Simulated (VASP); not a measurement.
Here is a VASP 6.6.1 calculation.

File INCAR:

```
ALGO = Normal ; EDIFF = 1E-8
ENCUT = 520 ; GGA = PE
ISIF = 2 ; ISMEAR = -1
LASPH = T ; LCHARG = F
LEFG = T ; LREAL = F
LWAVE = F ; NBANDS = 18
NELM = 100 ; PREC = Accurate
SIGMA = 0.08
```

KPOINTS

```
k-points
0
Gamma
  10 10 6
```

Contents of POSCAR:

```
SiTe
1.0
    4.9655942136      0.0000000000      0.0000000000
   -2.4827971068      4.3003307339      0.0000000000
    0.0000000000      0.0000000000      5.9545837710
Te Si
2 2
Direct
    0.3333333333      0.6666666667     -0.0396559744
    0.6666666667      0.3333333333      0.4603440256
    0.3333333333      0.6666666667      0.4156559744
    0.6666666667      0.3333333333      0.9156559744
```

Potentials or basis: VASP PAW PBE potentials, release 64 (Te, Si).

Run with:

```bash
$ cat potpaw_PBE.64/Te/POTCAR potpaw_PBE.64/Si/POTCAR > POTCAR
$ mpirun -np 1 vasp_std > vasp.out
```

Q: Predict the band gap on the k mesh.

A: Zero (band 10 reaches 5.05 eV, above the bottom of band 11 at 4.87 eV).

Q: Estimate the pressure.

A: 0.0 GPa.

Electric field gradients, principal values (V/Å²):
| atom | least | middle | greatest (by size) |
| --- | --- | --- | --- |
| 1 Te | -10.879 | -10.879 | 21.759 |
| 2 Te | -10.879 | -10.879 | 21.759 |
| 3 Si | 6.259 | 6.259 | -12.518 |
| 4 Si | 6.259 | 6.259 | -12.518 |

Caveat: without QUAD_EFG the Cq values of the log hold for a quadrupole moment of 1 mb, not for the nuclei; spin-orbit coupling is left out, which moves the levels of the heavy elements.
